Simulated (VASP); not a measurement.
# V (Im-3m) in VASP: a series of runs

Runs on V. Level: LDA. Tasks: relaxation of cell and atoms.

Program: VASP 6.6.1. These are calculated values, not measurements. Logs are shortened: lines on timing, memory, paths and dates and some standing lists are left out, and cuts for length are marked.

## 1. The cell of the first run

The structure is cubic, space group Im-3m (No. 229). The conventional cell has a = 2.926 Å, b = 2.926 Å, c = 2.926 Å, α = 90.00°, β = 90.00°, γ = 90.00°. Within 3.3 Å of V (site symmetry m-3m) lie 14 V at 2.53 to 2.93 Å.

## 2. Relaxation of cell and atoms, LDA

INCAR

```
SYSTEM = V
PREC = Accurate
ENCUT = 600
EDIFF = 1E-6
ISMEAR = -1
SIGMA = 0.15
LREAL = .FALSE.
LASPH = .TRUE.
NELM = 100
ALGO = Normal
ISIF = 3
LWAVE = .FALSE.
LCHARG = .FALSE.
GGA = CA
IBRION = 2
NSW = 80
EDIFFG = -0.001
```

KPOINTS

```
regular mesh
0
G
  28 28 28
  0 0 0
```

POSCAR

```
V
1.0
   -1.4631662778      1.4631662778      1.4631662778
    1.4631662778     -1.4631662778      1.4631662778
    1.4631662778      1.4631662778     -1.4631662778
V
1
Direct
    0.0000000000      0.0000000000      0.0000000000
```

Potentials or basis: VASP PAW LDA potentials, release 64 (V_sv).

Started as:

```sh
$ cat potpaw_LDA.64/V_sv/POTCAR > POTCAR
$ mpirun -np 1 vasp_std > vasp.out
```

OUTCAR:

```text
SYSTEM = V
   PREC = Accurate
   ENCUT = 600
   EDIFF = 1E-6
   ISMEAR = -1
   LREAL = .FALSE.
   LASPH = .TRUE.
   NELM = 100
   ISIF = 3
   GGA = CA
   IBRION = 2
   NSW = 80
   EDIFFG = -0.001

 ion  position               nearest neighbor table
   1  0.000  0.000  0.000-

  LATTYP: Found a body centered cubic cell.
 ALAT       =     2.9263325556

  Lattice vectors:

 A1 = (  -1.4631662778,   1.4631662778,   1.4631662778)
 A2 = (   1.4631662778,  -1.4631662778,   1.4631662778)
 A3 = (   1.4631662778,   1.4631662778,  -1.4631662778)

Analysis of symmetry for initial positions (statically):
=====================================================================
 Subroutine PRICEL returns:
 Original cell was already a primitive cell.

 Routine SETGRP: Setting up the symmetry group for a
 body centered cubic supercell.

 Subroutine GETGRP returns: Found 48 space group operations
 (whereof 48 operations were pure point group operations)
 out of a pool of 48 trial point group operations.

The static configuration has the point symmetry O_h .

Analysis of symmetry for dynamics (positions and initial velocities):
=====================================================================
 Subroutine PRICEL returns:
 Original cell was already a primitive cell.

 Routine SETGRP: Setting up the symmetry group for a
 body centered cubic supercell.

 Subroutine GETGRP returns: Found 48 space group operations
 (whereof 48 operations were pure point group operations)
 out of a pool of 48 trial point group operations.

The dynamic configuration has the point symmetry O_h .

 Subroutine INISYM returns: Found 48 space group operations
 (whereof 48 operations are pure point group operations),
 and found     1 'primitive' translations

----------------------------------------------------------------------------------------

                                     Primitive cell

  volume of cell :      12.5297

  direct lattice vectors                    reciprocal lattice vectors
    -1.463166278  1.463166278  1.463166278     0.000000000  0.341724661  0.341724661
     1.463166278 -1.463166278  1.463166278     0.341724661  0.000000000  0.341724661
     1.463166278  1.463166278 -1.463166278     0.341724661  0.341724661  0.000000000

  length of vectors
     2.534278333  2.534278333  2.534278333     0.483271650  0.483271650  0.483271650

  position of ions in fractional coordinates (direct lattice)
     0.000000000  0.000000000  0.000000000

  ion indices of the primitive-cell ions
   primitive index   ion index
                 1           1

----------------------------------------------------------------------------------------

 KPOINTS: regular mesh

Automatic generation of k-mesh.
 Grid dimensions read from file:
 generate k-points for:   28   28   28

 Generating k-lattice:

  Cartesian coordinates                     Fractional coordinates (reciprocal lattice)
     0.000000000  0.012204452  0.012204452     0.035714286  0.000000000  0.000000000
     0.012204452  0.000000000  0.012204452     0.000000000  0.035714286  0.000000000
     0.012204452  0.012204452  0.000000000     0.000000000  0.000000000  0.035714286

  Length of vectors
     0.017259702  0.017259702  0.017259702

  Shift w.r.t. Gamma in fractional coordinates (k-lattice)
     0.000000000  0.000000000  0.000000000

 Subroutine IBZKPT returns following result:
 ===========================================

 Found    624 irreducible k-points:

 Following reciprocal coordinates:
            Coordinates               Weight
  0.000000  0.000000  0.000000      1.000000
  0.035714  0.000000  0.000000     12.000000
  0.071429  0.000000  0.000000     12.000000
  0.107143  0.000000  0.000000     12.000000
  0.142857  0.000000  0.000000     12.000000
  0.178571  0.000000  0.000000     12.000000
[... 16 lines left out ...]
  0.285714  0.035714  0.000000     48.000000
  0.321429  0.035714  0.000000     48.000000
 [... further k-points ...]
   k-points           NKPTS =    624   k-points in BZ     NKDIM =    624   number of bands    NBANDS=     10
   number of dos      NEDOS =    301   number of ions     NIONS =      1
   total plane-waves  NPLWV =   8000
   dimension x,y,z NGX =    20 NGY =   20 NGZ =   20
   dimension x,y,z NGXF=    40 NGYF=   40 NGZF=   40
   ions per type =               1
   NGX,Y,Z   is equivalent  to a cutoff of  13.12, 13.12, 13.12 a.u.
   NGXF,Y,Z  is equivalent  to a cutoff of  26.24, 26.24, 26.24 a.u.
 SYSTEM =  V
   PREC   = accura    normal or accurate (medium, high low for compatibility)
   ISTART =      0    job   : 0-new  1-cont  2-samecut
   ICHARG =      2    charge: 1-file 2-atom 10-const
   ISPIN  =      1    spin polarized calculation?
   LNONCOLLINEAR =      F non collinear calculations
   LSORBIT =      F    spin-orbit coupling
   LASPH  =      T    aspherical Exc in radial PAW
   ENCUT  =  600.0 eV  44.10 Ry    6.64 a.u.   5.06  5.06  5.06*2*pi/ulx,y,z
   NELM   =    100;   NELMIN=  2; NELMDL= -5     # of ELM steps
   EDIFF  = 0.1E-05   stopping-criterion for ELM
   LREAL  =      F    real-space projection
   EDIFFG = -.1E-02   stopping-criterion for IOM
   NSW    =     80    number of steps for IOM
   IBRION =      2    ionic relax: 0-MD 1-quasi-New 2-CG
   NFREE  =      1    steps in history (QN), initial steepest desc. (CG)
   ISIF   =      3    stress and relaxation
   ISYM   =      2    0-nonsym 1-usesym 2-fastsym
   POTIM  = 0.5000    time-step for ionic-motion
   TEBEG  =    0.0;   TEEND  =   0.0 temperature during run
   PSTRESS=    0.0 pullay stress
   NELECT =      13.0000    total number of electrons
   NUPDOWN=      -1.0000    fix difference up-down
   EMIN   =  10.00;   EMAX   =-10.00  energy-range for DOS
   EFERMI =   0.00;   METHOD = LEGACY
   ISMEAR =    -1;   SIGMA  =   0.15  broadening in eV -4-tet -1-fermi 0-gaus
   EFERMI_NEDOS =   21; number of points for ismear=-14 and -15
   IALGO  =     38    algorithm
   IMIX   =      4    mixing-type and parameters
     AMIX     =   0.40;   BMIX     =  1.00
     AMIX_MAG =   1.60;   BMIX_MAG =  1.00
  volume/ion in A,a.u.               =      12.53        84.55
  Fermi-wavevector in a.u.,A,eV,Ry     =   1.657330  3.131899 37.371694  2.746742
  Thomas-Fermi vector in A             =   2.745101
   LORBIT       =      0    0 simple, 1 ext, 2 COOP (PROOUT), +10 PAW based schemes
   GGA     = CA    functional components
   LHFCALC =     F    Hartree Fock is set to
   AEXX    =    0.0000 exact exchange contribution
   IVDW    =     0    specifies the selected vdW correction
   LEPSILON=     F    determine dielectric tensor
   LRPA    =     F    only Hartree local field effects (RPA)
 conjugate gradient relaxation of ions
 non-spin polarized calculation
  energy-cutoff  :      600.00
  volume of cell :       12.53
 maximum number of plane-waves:       432
   NGX = 11   NGY = 11   NGZ = 11

--------------------------------------- Ionic step        1  -------------------------------------------

 number of electron      13.0000011 magnetization

 Free energy of the ion-electron system (eV)
  ---------------------------------------------------
  ext. energy  EPLUGINS =         0.00000000
  ---------------------------------------------------
  free energy    TOTEN  =       -10.00828222 eV

  energy without entropy =       -9.89685757  energy(sigma->0) =       -9.95256990

------------------------ aborting loop because EDIFF is reached ----------------------------------------

  FORCE on cell =-STRESS in cart. coord.  units (eV):
  Direction    XX          YY          ZZ          XY          YZ          ZX
  --------------------------------------------------------------------------------------
  -------------------------------------------------------------------------------------
  Total        0.0910130      0.0910130      0.0910130      0.0000000     -0.0000000      0.0000000
  in kB       11.6378573     11.6378573     11.6378573      0.0000000     -0.0000000      0.0000000
  external PRESSURE =      11.6378573 kB  Pullay stress =       0.0000000 kB

 VOLUME and BASIS-vectors are now :
 -----------------------------------------------------------------------------
  energy-cutoff  :      600.00
  volume of cell :       12.53
      direct lattice vectors                 reciprocal lattice vectors
    -1.463166278  1.463166278  1.463166278     0.000000000  0.341724661  0.341724661
     1.463166278 -1.463166278  1.463166278     0.341724661  0.000000000  0.341724661
     1.463166278  1.463166278 -1.463166278     0.341724661  0.341724661  0.000000000
[... 211 lines left out ...]
 POSITION                                       TOTAL-FORCE (eV/Angst)
 -----------------------------------------------------------------------------------
      0.00000      0.00000     -0.00000         0.000000      0.000000     -0.000000
 -----------------------------------------------------------------------------------
    total drift:                                0.000000     -0.000000      0.000000

  FREE ENERGIE OF THE ION-ELECTRON SYSTEM (eV)
  ---------------------------------------------------
  free  energy   TOTEN  =       -10.0085500867 eV

  energy  without entropy=       -9.8964619775  energy(sigma->0) =       -9.95250603

--------------------------------------- Ionic step        8  -------------------------------------------

 number of electron      13.0000010 magnetization

 Free energy of the ion-electron system (eV)
  ---------------------------------------------------
  ext. energy  EPLUGINS =         0.00000000
  ---------------------------------------------------
  free energy    TOTEN  =       -10.00855007 eV

  energy without entropy =       -9.89645925  energy(sigma->0) =       -9.95250466

 E-fermi :  10.3846     XC(G=0): -13.5957

 val. band max:       10.3826297408   @ k =  -0.3571   0.5000   0.1786
 cond. band min:      10.3858374003   @ k =  -0.3214   0.4286   0.1429
 fundamental gap:      0.0032076594
 Fermi energy:        10.3845537803

 k-point     1 :       0.0000    0.0000    0.0000
  band No.  band energies     occupation
      1     -52.5409      2.00000
      2     -26.1199      2.00000
      3     -26.1199      2.00000
      4     -26.1199      2.00000
      5       3.6976      2.00000
      6      10.7461      0.16474
      7      10.7461      0.16474
      8      10.7461      0.16473
      9      12.9157      0.00000
     10      12.9157      0.00000

 k-point     2 :       0.0357    0.0000    0.0000
  band No.  band energies     occupation
      1     -52.5375      2.00000
      2     -26.1350      2.00000
      3     -26.1244      2.00000
      4     -26.1201      2.00000
      5       3.7530      2.00000
      6      10.7215      0.19133
      7      10.7417      0.16923
      8      10.7869      0.12802
      9      12.8858      0.00000
     10      12.9172      0.00000
[... 274 lines left out ...]
 k-point    24 :       0.3214    0.0357    0.0000
  band No.  band energies     occupation
      1     -52.3331      2.00000
      2     -27.0041      2.00000
      3     -26.3930      2.00000
      4     -26.1339      2.00000
      5       6.8220      2.00000
      6       9.4140      1.99691
      7      10.5853      0.41550
      8      12.7544      0.00000
      9      13.1986      0.00000
     10      13.7308      0.00000

 [... further k-points ...]
[... 5 lines left out ...]
  --------------------------------------------------------------------------------------
  -------------------------------------------------------------------------------------
  Total       -0.0000043     -0.0000043     -0.0000043      0.0000000      0.0000000      0.0000000
  in kB       -0.0005477     -0.0005477     -0.0005477      0.0000000      0.0000000      0.0000000
  external PRESSURE =      -0.0005477 kB  Pullay stress =       0.0000000 kB

 VOLUME and BASIS-vectors are now :
 -----------------------------------------------------------------------------
  energy-cutoff  :      600.00
  volume of cell :       12.60
      direct lattice vectors                 reciprocal lattice vectors
    -1.465964650  1.465964650  1.465964650     0.000000000  0.341072344  0.341072344
     1.465964650 -1.465964650  1.465964650     0.341072344  0.000000000  0.341072344
     1.465964650  1.465964650 -1.465964650     0.341072344  0.341072344  0.000000000

 POSITION                                       TOTAL-FORCE (eV/Angst)
 -----------------------------------------------------------------------------------
      0.00000      0.00000     -0.00000         0.000000     -0.000000      0.000000
 -----------------------------------------------------------------------------------
    total drift:                                0.000000     -0.000000      0.000000

  FREE ENERGIE OF THE ION-ELECTRON SYSTEM (eV)
  ---------------------------------------------------
  free  energy   TOTEN  =       -10.0085500708 eV

  energy  without entropy=       -9.8964592453  energy(sigma->0) =       -9.95250466

 reached required accuracy - stopping structural energy minimisation
```

It took 1.8 min on 1 thread of AMD EPYC 9R45 (Zen 5), shared host; peak memory 0.18 GiB.

Results:

```yaml
Free_energy: -10.0086 eV
Relaxed_volume: 12.60 Å³/atom
Relaxed_cell: a = 2.539 Å, b = 2.539 Å, c = 2.539 Å, α = 109.47°, β = 109.47°, γ = 109.47°
Space_group_after_relaxing_to_0.1_Å: Im-3m (No. 229)
Energy_gained_by_relaxing: 0.3 meV/atom
Ionic_steps: 8
Pressure_after_relaxing: 0.0 GPa
Band_gap_on_the_k_mesh: zero (an odd number of electrons rules out a gap without spin polarisation)
```

The path:
```tsv
step	energy change (eV)	largest force (eV/Å)	pressure (GPa)	volume (Å³)
1	0.0000	0.0000	1.16	12.53
2	0.0002	0.0000	-1.52	12.70
3	-0.0003	0.0000	0.03	12.60
4	-0.0003	0.0000	-0.05	12.60
5	-0.0003	0.0000	0.07	12.60
6	-0.0003	0.0000	-0.02	12.60
7	-0.0003	0.0000	0.02	12.60
8	-0.0003	0.0000	0.00	12.60
```

Final structure:
```cif
data_structure
_symmetry_space_group_name_H-M 'P 1'
_symmetry_Int_Tables_number 1
_cell_length_a 2.5391
_cell_length_b 2.5391
_cell_length_c 2.5391
_cell_angle_alpha 109.471
_cell_angle_beta 109.471
_cell_angle_gamma 109.471
_cell_volume 12.60
loop_
_atom_site_label
_atom_site_type_symbol
_atom_site_fract_x
_atom_site_fract_y
_atom_site_fract_z
_atom_site_occupancy
V1 V 0.00000 0.00000 0.00000 1
```

## 3. Relaxation of cell and atoms, LDA

This run uses another cell than the first one, of 12.63 Å³/atom.

INCAR

```
PREC = Accurate
ENCUT = 600
EDIFF = 1E-7
ISMEAR = 0
SIGMA = 0.1
LREAL = False
LASPH = True
NELM = 100
ALGO = Fast
ISIF = 3
LWAVE = False
LCHARG = False
IBRION = 2
NSW = 100
EDIFFG = -0.002
```

KPOINTS

```
Automatic mesh
0
Gamma
  28 28 28
```

POSCAR

```
V
1.0
   -1.4672033618      1.4672033618      1.4672033618
    1.4672033618     -1.4672033618      1.4672033618
    1.4672033618      1.4672033618     -1.4672033618
V
1
Direct
    0.0000000000      0.0000000000      0.0000000000
```

Potentials or basis: VASP PAW LDA potentials, release 64 (V_sv).

Started as:

```sh
$ cat potpaw_LDA.64/V_sv/POTCAR > POTCAR
$ mpirun -np 1 vasp_std > vasp.out
```

OUTCAR:

```text
PREC = Accurate
   ENCUT = 600
   EDIFF = 1E-7
   ISMEAR = 0
   LREAL = False
   LASPH = True
   NELM = 100
   ISIF = 3
   IBRION = 2
   NSW = 100
   EDIFFG = -0.002

 ion  position               nearest neighbor table
   1  0.000  0.000  0.000-

  LATTYP: Found a body centered cubic cell.
 ALAT       =     2.9344067236

  Lattice vectors:

 A1 = (  -1.4672033618,   1.4672033618,   1.4672033618)
 A2 = (   1.4672033618,  -1.4672033618,   1.4672033618)
 A3 = (   1.4672033618,   1.4672033618,  -1.4672033618)

Analysis of symmetry for initial positions (statically):
=====================================================================
 Subroutine PRICEL returns:
 Original cell was already a primitive cell.

 Routine SETGRP: Setting up the symmetry group for a
[... 248 lines left out ...]
 E-fermi :  10.3902     XC(G=0): -13.6175

 val. band max:       10.3901964617   @ k =  -0.2500   0.3571   0.1071
 cond. band min:      10.3960075404   @ k =   0.1071   0.0357   0.0357
 fundamental gap:      0.0058110787
 Fermi energy:        10.3902147314

 k-point     1 :       0.0000    0.0000    0.0000
  band No.  band energies     occupation
      1     -52.5004      2.00000
      2     -26.0714      2.00000
      3     -26.0714      2.00000
      4     -26.0714      2.00000
      5       3.7398      2.00000
      6      10.7871      0.00000
      7      10.7871      0.00000
      8      10.7871      0.00000
      9      12.9669      0.00000
     10      12.9669      0.00000
[... 287 lines left out ...]
 k-point    24 :       0.3214    0.0357    0.0000
  band No.  band energies     occupation
      1     -52.2898      2.00000
      2     -26.9651      2.00000
      3     -26.3473      2.00000
      4     -26.0856      2.00000
      5       6.8622      2.00000
      6       9.4493      2.00000
      7      10.6360      0.00051
      8      12.8050      0.00000
      9      13.2513      0.00000
     10      13.7854      0.00000

 [... further k-points ...]
[... 5 lines left out ...]
  --------------------------------------------------------------------------------------
  -------------------------------------------------------------------------------------
  Total       -0.0002923     -0.0002923     -0.0002923      0.0000000     -0.0000000     -0.0000000
  in kB       -0.0372964     -0.0372964     -0.0372964      0.0000000     -0.0000000     -0.0000000
  external PRESSURE =      -0.0372964 kB  Pullay stress =       0.0000000 kB
[... 16 lines left out ...]
  FREE ENERGIE OF THE ION-ELECTRON SYSTEM (eV)
  ---------------------------------------------------
  free  energy   TOTEN  =        -9.9535716060 eV

  energy  without entropy=       -9.9452473988  energy(sigma->0) =       -9.94940950

 reached required accuracy - stopping structural energy minimisation
```

OSZICAR:

```text
N       E                     dE             d eps       ncg     rms          rms(c)
DAV:   1     0.935873531822E+02    0.93587E+02   -0.78935E+03 12490   0.158E+03
DAV:   2    -0.970166080499E+01   -0.10329E+03   -0.10124E+03 12754   0.392E+02
[... 26 lines left out ...]
RMM:   3    -0.995364331221E+01   -0.26502E-04   -0.29984E-03 12481   0.566E-01    0.146E-01
RMM:   4    -0.995357032460E+01    0.72988E-04   -0.30913E-04 13006   0.259E-01    0.293E-02
RMM:   5    -0.995357135095E+01   -0.10264E-05   -0.42677E-05 12644   0.108E-01    0.763E-03
RMM:   6    -0.995357170729E+01   -0.35634E-06   -0.55293E-06 12991   0.338E-02    0.587E-03
RMM:   7    -0.995357159735E+01    0.10994E-06   -0.97540E-07 12095   0.172E-02    0.600E-04
RMM:   8    -0.995357160603E+01   -0.86816E-08   -0.11567E-07  7257   0.631E-03
   3 F= -.99535716E+01 E0= -.99494095E+01  d E =-.315071E-03
```

CONTCAR:

```text
V
   1.00000000000000
    -1.4641658120978089    1.4641658120978089    1.4641658120978089
     1.4641658120978089   -1.4641658120978089    1.4641658120978089
     1.4641658120978089    1.4641658120978089   -1.4641658120978089
  V
     1
Direct
     0.0000000000000000    0.0000000000000000    0.0000000000000000

  0.00000000E+00  0.00000000E+00  0.00000000E+00
```

It took 98 s on 1 thread of AMD EPYC 9R45 (Zen 5), shared host; peak memory 0.18 GiB.

Results:

- Free energy: -9.9536 eV
- Relaxed volume: 12.56 Å³/atom
- Relaxed cell: a = 2.536 Å, b = 2.536 Å, c = 2.536 Å, α = 109.47°, β = 109.47°, γ = 109.47°
- Space group after relaxing (to 0.1 Å): Im-3m (No. 229)
- Energy gained by relaxing: 0.3 meV/atom
- Ionic steps: 3
- Pressure after relaxing: 0.0 GPa
- Band gap on the k mesh: zero (an odd number of electrons rules out a gap without spin polarisation)

The path:
| step | energy change (eV) | largest force (eV/Å) | pressure (GPa) | volume (Å³) |
| --- | --- | --- | --- | --- |
| 1 | 0.0000 | 0.0000 | -1.26 | 12.63 |
| 2 | 0.0002 | 0.0000 | 1.76 | 12.45 |
| 3 | -0.0003 | 0.0000 | 0.00 | 12.56 |

Final structure:
```
V
1.0
    -1.46417    1.46417    1.46417
     1.46417   -1.46417    1.46417
     1.46417    1.46417   -1.46417
V
1
Direct
  0.00000 0.00000 0.00000
```

Levels at points of the mesh, in eV from the Fermi level:
| k point | band 5 | band 6 | band 7 | band 8 | band 9 | band 10 |
| --- | --- | --- | --- | --- | --- | --- |
| (0.00, 0.00, 0.00) | -6.65 | 0.40 | 0.40 | 0.40 | 2.58 | 2.58 |
| (0.50, 0.00, 0.00) | -3.42 | -1.30 | 2.02 | 2.60 | 2.98 | 4.52 |
| (0.50, 0.50, 0.50) | -3.35 | -3.35 | 4.08 | 4.08 | 4.08 | 10.90 |
